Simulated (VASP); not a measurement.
Wanted: the native input for a VASP 6.6.1 run.

```yaml
Task: single point
Functional: r2SCAN
Potentials_or_basis: VASP PAW PBE potentials, release 64 (Si, Ge_d)
Cutoff: 550 eV
k_mesh: 6 × 6 × 4
Occupations: gaussian, width 0.01 eV
Spin: no spin polarisation
Dipole_correction: no
Further_INCAR_settings: ALGO = Normal; EDIFF = 1e-06; NBANDS = 31
```

SiGe3:

```
Si Ge
1.0
     3.96991    0.00000    0.00000
     0.00000    3.96991    0.00000
     0.00000    0.00000    5.59395
Si Ge
1 3
Direct
  0.00000 0.00000 0.00000
  0.00000 0.50000 0.24429
  0.50000 0.50000 0.50000
  0.50000 0.00000 0.75571
```

One way to write it, as run:

POSCAR

```
SiGe3
1.0
    3.9699077041      0.0000000000      0.0000000000
    0.0000000000      3.9699077041      0.0000000000
    0.0000000000      0.0000000000      5.5939547075
Si Ge
1 3
Direct
    0.0000000000      0.0000000000      0.0000000000
    0.0000000000      0.5000000000      0.2442925744
    0.5000000000      0.5000000000      0.5000000000
    0.5000000000      0.0000000000      0.7557074256
```

INCAR.step1

```
SYSTEM = SiGe3
ALGO = Normal ; EDIFF = 1E-5
ENCUT = 550 ; GGA = PE
GGA_COMPAT = .False. ; ISMEAR = 0
LASPH = .True. ; LCHARG = .False.
LREAL = .False. ; LWAVE = .True.
NBANDS = 31 ; NELM = 120
PREC = Accurate ; SIGMA = 0.01
```

INCAR.step2

```
SYSTEM = SiGe3
ALGO = Normal ; EDIFF = 1E-6
ENCUT = 550 ; GGA_COMPAT = .False.
ISIF = 2 ; ISMEAR = 0
ISTART = 1 ; LASPH = .True.
LCHARG = .False. ; LMIXTAU = .True.
LREAL = .False. ; LWAVE = .False.
METAGGA = R2SCAN ; NBANDS = 31
NELM = 120 ; PREC = Accurate
SIGMA = 0.01
```

KPOINTS

```
k-points
0
Gamma
  6 6 4
  0 0 0
```

Potentials or basis: VASP PAW PBE potentials, release 64 (Si, Ge_d).

Command:

```console
$ cat potpaw_PBE.64/Si/POTCAR potpaw_PBE.64/Ge_d/POTCAR > POTCAR
$ cp INCAR.step1 INCAR
$ mpirun -np 1 vasp_std > vasp.out
$ cp INCAR.step2 INCAR
$ mpirun -np 1 vasp_std > vasp.out
```

It gave:

| Quantity | Value |
| --- | --- |
| Pressure | 0.1 GPa |
| Largest force | 0.012 eV/Å |
| Band gap on the k mesh | 0.55 eV (least direct gap 0.90 eV) |

Caveat: the PAW data sets were made with another functional, which shifts forces and pressure a little.

Run time: 4.5 min on 1 thread of AMD EPYC 7R43 64-Core Processor (Zen 3) (shared host), peak memory 0.21 GiB.
